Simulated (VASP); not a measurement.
# Ir (Pmma) in VASP: notebook, part 2 of 2

VASP 6.6.1. The steps go on from the part before.

## 4. Single point, LDA

Contents of INCAR:

```
SYSTEM = Ir
PREC = Accurate ; ENCUT = 520
EDIFF = 1E-6 ; ISMEAR = 1
SIGMA = 0.15 ; LREAL = .False.
LASPH = .True. ; NELM = 100
ALGO = Normal ; ISIF = 2
LWAVE = .False. ; LCHARG = .False.
GGA = CA ; NBANDS = 16
```

Contents of KPOINTS:

```
regular mesh
0
Gamma
  2 9 3
  0 0 0
```

Contents of POSCAR:

```
Ir
1.0
   12.2384552500      0.0000000000      0.0000000000
    0.0000000000      2.2334312600      0.0000000000
    0.0000000000      0.0000000000      7.1930008000
Ir
2
Direct
    0.2500000000      0.0000000000      0.1639884000
    0.7500000000      0.0000000000      0.8360116000
```

Potentials or basis: VASP PAW LDA potentials, release 64 (Ir).

Run with:

```bash
$ cat potpaw_LDA.64/Ir/POTCAR > POTCAR
$ mpirun -np 1 vasp_std > vasp.out
```

OUTCAR:

```text
SYSTEM = Ir
   PREC = Accurate
   ENCUT = 520
   EDIFF = 1E-6
   ISMEAR = 1
   LREAL = .False.
   LASPH = .True.
   NELM = 100
   ISIF = 2
   GGA = CA

 ion  position               nearest neighbor table
   1  0.250  0.000  0.164-
   2  0.750  0.000  0.836-

  LATTYP: Found a simple orthorhombic cell.
 ALAT       =     2.2334312600
 B/A-ratio  =     3.2206054105
 C/A-ratio  =     5.4796650648

  Lattice vectors:

 A1 = (   0.0000000000,   2.2334312600,   0.0000000000)
 A2 = (   0.0000000000,   0.0000000000,   7.1930008000)
 A3 = (  12.2384552500,   0.0000000000,   0.0000000000)

Analysis of symmetry for initial positions (statically):
=====================================================================
 Subroutine PRICEL returns:
 Original cell was already a primitive cell.

 Routine SETGRP: Setting up the symmetry group for a
 simple orthorhombic supercell.

 Subroutine GETGRP returns: Found  8 space group operations
 (whereof  4 operations were pure point group operations)
 out of a pool of  8 trial point group operations.

The static configuration has the point symmetry C_2h.
 The point group associated with its full space group is D_2h.

Analysis of symmetry for dynamics (positions and initial velocities):
=====================================================================
 Subroutine PRICEL returns:
 Original cell was already a primitive cell.

 Routine SETGRP: Setting up the symmetry group for a
 simple orthorhombic supercell.

 Subroutine GETGRP returns: Found  8 space group operations
 (whereof  4 operations were pure point group operations)
 out of a pool of  8 trial point group operations.

The dynamic configuration has the point symmetry C_2h.
 The point group associated with its full space group is D_2h.

 Subroutine INISYM returns: Found  8 space group operations
 (whereof  4 operations are pure point group operations),
 and found     1 'primitive' translations

----------------------------------------------------------------------------------------

                                     Primitive cell

  volume of cell :     196.6117

  direct lattice vectors                    reciprocal lattice vectors
    12.238455250  0.000000000  0.000000000     0.081709659  0.000000000  0.000000000
     0.000000000  2.233431260  0.000000000     0.000000000  0.447741562  0.000000000
     0.000000000  0.000000000  7.193000800     0.000000000  0.000000000  0.139024036

  length of vectors
    12.238455250  2.233431260  7.193000800     0.081709659  0.447741562  0.139024036

  position of ions in fractional coordinates (direct lattice)
     0.250000000  0.000000000  0.163988400
     0.750000000  0.000000000  0.836011600

  ion indices of the primitive-cell ions
   primitive index   ion index
                 1           1
                 2           2

----------------------------------------------------------------------------------------

 KPOINTS: regular mesh

Automatic generation of k-mesh.
 Grid dimensions read from file:
 generate k-points for:    2    9    3

 Generating k-lattice:

  Cartesian coordinates                     Fractional coordinates (reciprocal lattice)
     0.040854829  0.000000000  0.000000000     0.500000000  0.000000000  0.000000000
     0.000000000  0.049749062  0.000000000     0.000000000  0.111111111  0.000000000
     0.000000000  0.000000000  0.046341345     0.000000000  0.000000000  0.333333333

  Length of vectors
     0.040854829  0.049749062  0.046341345

  Shift w.r.t. Gamma in fractional coordinates (k-lattice)
     0.000000000  0.000000000  0.000000000

 Subroutine IBZKPT returns following result:
 ===========================================

 Found     20 irreducible k-points:

 Following reciprocal coordinates:
            Coordinates               Weight
  0.000000  0.000000  0.000000      1.000000
  0.500000  0.000000  0.000000      1.000000
  0.000000  0.111111  0.000000      2.000000
  0.500000  0.111111  0.000000      2.000000
  0.000000  0.222222  0.000000      2.000000
  0.500000  0.222222  0.000000      2.000000
[... 12 lines left out ...]
  0.000000  0.444444  0.333333      4.000000
  0.500000  0.444444  0.333333      4.000000
   k-points           NKPTS =     20   k-points in BZ     NKDIM =     20   number of bands    NBANDS=     16
   number of dos      NEDOS =    301   number of ions     NIONS =      2
   total plane-waves  NPLWV =  93312
   dimension x,y,z NGX =    96 NGY =   18 NGZ =   54
   dimension x,y,z NGXF=   192 NGYF=   36 NGZF=  108
   ions per type =               2
   NGX,Y,Z   is equivalent  to a cutoff of  13.04, 13.40, 12.48 a.u.
   NGXF,Y,Z  is equivalent  to a cutoff of  26.08, 26.80, 24.96 a.u.
 SYSTEM =  Ir
   PREC   = accura    normal or accurate (medium, high low for compatibility)
   ISTART =      0    job   : 0-new  1-cont  2-samecut
   ICHARG =      2    charge: 1-file 2-atom 10-const
   ISPIN  =      1    spin polarized calculation?
   LNONCOLLINEAR =      F non collinear calculations
   LSORBIT =      F    spin-orbit coupling
   LASPH  =      T    aspherical Exc in radial PAW
   ENCUT  =  520.0 eV  38.22 Ry    6.18 a.u.  22.76  4.15 13.37*2*pi/ulx,y,z
   NELM   =    100;   NELMIN=  2; NELMDL= -5     # of ELM steps
   EDIFF  = 0.1E-05   stopping-criterion for ELM
   LREAL  =      F    real-space projection
   EDIFFG = 0.1E-04   stopping-criterion for IOM
   NSW    =      0    number of steps for IOM
   IBRION =     -1    ionic relax: 0-MD 1-quasi-New 2-CG
   NFREE  =      0    steps in history (QN), initial steepest desc. (CG)
   ISIF   =      2    stress and relaxation
   ISYM   =      2    0-nonsym 1-usesym 2-fastsym
   POTIM  = 0.5000    time-step for ionic-motion
   TEBEG  =    0.0;   TEEND  =   0.0 temperature during run
   PSTRESS=    0.0 pullay stress
   NELECT =      18.0000    total number of electrons
   NUPDOWN=      -1.0000    fix difference up-down
   EMIN   =  10.00;   EMAX   =-10.00  energy-range for DOS
   EFERMI =   0.00;   METHOD = LEGACY
   ISMEAR =     1;   SIGMA  =   0.15  broadening in eV -4-tet -1-fermi 0-gaus
   EFERMI_NEDOS =   21; number of points for ismear=-14 and -15
   IALGO  =     38    algorithm
   IMIX   =      4    mixing-type and parameters
     AMIX     =   0.40;   BMIX     =  1.00
     AMIX_MAG =   1.60;   BMIX_MAG =  1.00
  volume/ion in A,a.u.               =      98.31       663.40
  Fermi-wavevector in a.u.,A,eV,Ry     =   0.737841  1.394317  7.407131  0.544409
  Thomas-Fermi vector in A             =   1.831619
   LORBIT       =      0    0 simple, 1 ext, 2 COOP (PROOUT), +10 PAW based schemes
   GGA     = CA    functional components
   LHFCALC =     F    Hartree Fock is set to
   AEXX    =    0.0000 exact exchange contribution
   IVDW    =     0    specifies the selected vdW correction
   LEPSILON=     F    determine dielectric tensor
   LRPA    =     F    only Hartree local field effects (RPA)
 non-spin polarized calculation
 Methfessel and Paxton  Order N= 1 SIGMA  =   0.15
  energy-cutoff  :      520.00
  volume of cell :      196.61
 maximum number of plane-waves:      5330
 NGX is ok and might be reduce to    96
   NGX = 45   NGY =  9   NGZ = 27

 number of electron      18.0000000 magnetization

 Free energy of the ion-electron system (eV)
  ---------------------------------------------------
  ext. energy  EPLUGINS =         0.00000000
  ---------------------------------------------------
  free energy    TOTEN  =       -11.37799042 eV

  energy without entropy =      -11.35960301  energy(sigma->0) =      -11.37186129

 E-fermi :  -3.5261     XC(G=0):  -4.3350

 val. band max:       -3.5532569682   @ k =   0.5000   0.4444   0.3333
 cond. band min:      -3.3389131325   @ k =   0.0000   0.1111   0.0000
 fundamental gap:      0.2143438357
 Fermi energy:        -3.5261165092

 k-point     1 :       0.0000    0.0000    0.0000
  band No.  band energies     occupation
      1     -11.6953      2.00000
      2     -11.6949      2.00000
      3      -5.9959      2.00000
      4      -5.9365      2.00000
      5      -5.2682      2.00000
      6      -5.2642      2.00000
[... 8 lines left out ...]
     15      -0.5968     -0.00000
     16      -0.4889      0.00000
[... 343 lines left out ...]
 k-point    20 :       0.5000    0.4444    0.3333
  band No.  band energies     occupation
      1      -8.5638      2.00000
      2      -8.5638      2.00000
      3      -8.5634      2.00000
      4      -8.5634      2.00000
      5      -3.5553      1.32253
      6      -3.5553      1.32253
[... 8 lines left out ...]
     15       6.2828      0.00000
     16       6.2828      0.00000

------------------------ aborting loop because EDIFF is reached ----------------------------------------

  FORCE on cell =-STRESS in cart. coord.  units (eV):
  Direction    XX          YY          ZZ          XY          YZ          ZX
  --------------------------------------------------------------------------------------
  -------------------------------------------------------------------------------------
  Total       -0.0483494     -0.3066611     -0.0317592      0.0000000      0.0000000     -0.0000000
  in kB       -0.3939962     -2.4989635     -0.2588039      0.0000000      0.0000000     -0.0000000
  external PRESSURE =      -1.0505879 kB  Pullay stress =       0.0000000 kB

 VOLUME and BASIS-vectors are now :
 -----------------------------------------------------------------------------
  energy-cutoff  :      520.00
  volume of cell :      196.61
      direct lattice vectors                 reciprocal lattice vectors
    12.238455250  0.000000000  0.000000000     0.081709659  0.000000000  0.000000000
     0.000000000  2.233431260  0.000000000     0.000000000  0.447741562  0.000000000
     0.000000000  0.000000000  7.193000800     0.000000000  0.000000000  0.139024036

 POSITION                                       TOTAL-FORCE (eV/Angst)
 -----------------------------------------------------------------------------------
      3.05961      0.00000      1.17957         0.000000      0.000000     -0.001682
      9.17884      0.00000      6.01343         0.000000      0.000000      0.001682
 -----------------------------------------------------------------------------------
    total drift:                                0.000000      0.000000     -0.000000

  FREE ENERGIE OF THE ION-ELECTRON SYSTEM (eV)
  ---------------------------------------------------
  free  energy   TOTEN  =       -11.3779904220 eV

  energy  without entropy=      -11.3596030120  energy(sigma->0) =      -11.37186129
```

OSZICAR:

```text
N       E                     dE             d eps       ncg     rms          rms(c)
DAV:   1     0.119804874198E+03    0.11980E+03   -0.57779E+03   640   0.828E+02
DAV:   2     0.150692978531E+01   -0.11830E+03   -0.10532E+03   744   0.206E+02
DAV:   3    -0.117894417276E+02   -0.13296E+02   -0.11537E+02   848   0.642E+01
DAV:   4    -0.120048234482E+02   -0.21538E+00   -0.21485E+00   728   0.121E+01
DAV:   5    -0.120088796225E+02   -0.40562E-02   -0.40550E-02   800   0.127E+00    0.129E+01
DAV:   6    -0.114653573619E+02    0.54352E+00   -0.16879E+00   832   0.984E+00    0.727E+00
DAV:   7    -0.113855036650E+02    0.79854E-01   -0.13236E-01   752   0.188E+00    0.202E+00
DAV:   8    -0.113780602427E+02    0.74434E-02   -0.13255E-02   736   0.940E-01    0.259E-01
DAV:   9    -0.113780170165E+02    0.43226E-04   -0.15503E-04   816   0.836E-02    0.110E-01
DAV:  10    -0.113779855495E+02    0.31467E-04   -0.27971E-05   672   0.440E-02    0.799E-03
DAV:  11    -0.113779874589E+02   -0.19094E-05   -0.81523E-07   504   0.639E-03    0.447E-03
DAV:  12    -0.113779895776E+02   -0.21187E-05   -0.97112E-07   536   0.477E-03    0.101E-03
DAV:  13    -0.113779904220E+02   -0.84434E-06   -0.19703E-07   512   0.240E-03
   1 F= -.11377990E+02 E0= -.11371861E+02  d E =-.183874E-01
```

Run time: 27 s. Hardware: 1 thread of Intel Xeon Platinum 8559C (Emerald Rapids), shared host; peak memory 0.25 GiB.

What came out:

```yaml
Free_energy: -11.3780 eV
Pressure: -0.1 GPa
Band_gap_on_the_k_mesh: zero (band 9 reaches -1.48 eV, above the bottom of band 10 at -4.61 eV)
```

Caveat: spin-orbit coupling is left out, which moves the levels of the heavy elements.

## 5. Single point, LDA

Contents of INCAR:

```
ALGO = Normal ; EDIFF = 1E-6
ENCUT = 500 ; GGA_COMPAT = False
ISIF = 2 ; ISMEAR = 1
LASPH = True ; LCHARG = False
LREAL = False ; LWAVE = False
NBANDS = 24 ; NELM = 120
PREC = Accurate ; SIGMA = 0.15
```

Contents of KPOINTS:

```
k-points
0
Gamma
  1 4 2
```

POSCAR is that of step 4.

Potentials or basis: VASP PAW LDA potentials, release 64 (Ir_sv_GW).

Run with:

```bash
$ cat potpaw_LDA.64/Ir_sv_GW/POTCAR > POTCAR
$ mpirun -np 1 vasp_std > vasp.out
```

It took 15 s on 1 thread of Intel Xeon 6975P-C (Granite Rapids), shared host; peak memory 0.21 GiB.

The run converged. Its results:

| Item | Value |
| --- | --- |
| Free energy | -13.2476 eV |
| Pressure | 0.0 GPa |
| Band gap on the k mesh | zero (band 17 reaches -1.16 eV, above the bottom of band 18 at -4.85 eV) |

Stress tensor (GPa, compression positive):
```
-0.51  0.00  0.00
 0.00  1.08  0.00
 0.00  0.00 -0.50
```

Levels at points of the mesh, in eV from the Fermi level:
```tsv
k point	band 13	band 14	band 15	band 16	band 17	band 18	band 19	band 20
(0.00, 0.00, 0.00)	-1.49	-1.49	-1.49	-1.49	2.95	2.95	2.95	2.95
(0.00, 0.50, 0.00)	0.13	0.14	0.14	0.14	1.57	1.58	6.64	6.71
(0.00, 0.00, 0.50)	-1.49	-1.49	-1.49	-1.49	2.95	2.95	2.95	2.95
(0.00, 0.50, 0.50)	0.14	0.14	0.14	0.14	1.57	1.58	6.68	6.73
```

Caveat: the k points lie up to 0.70 Å⁻¹ apart; spin-orbit coupling is left out, which moves the levels of the heavy elements.

## 6. The runs side by side

| potentials or basis | k mesh | cutoff (eV) | second run | gap on the mesh (eV) | pressure (GPa) |
| --- | --- | --- | --- | --- | --- |
| VASP PAW LDA potentials, release 64 (Ir) | 2 × 6 × 2 | 520 | - | none | -0.5 |
| VASP PAW LDA potentials, release 64 (Ir) | 2 × 8 × 3 | 520 | - | none | 0.5 |
| VASP PAW LDA potentials, release 64 (Ir) | 2 × 9 × 3 | 520 | - | none | -0.1 |
| VASP PAW LDA potentials, release 64 (Ir_sv_GW) | 1 × 4 × 2 | 500 | valence_matched | none | 0.0 |

Alike in all rows: task single point; level LDA; no spin polarisation; cell as given; smearing methfessel-paxton 0.15 eV.

Caveats: some runs use coarse meshes; spin-orbit coupling is left out, which moves the levels of the heavy elements.

Absolute energies hang on the potentials; compare differences alone.
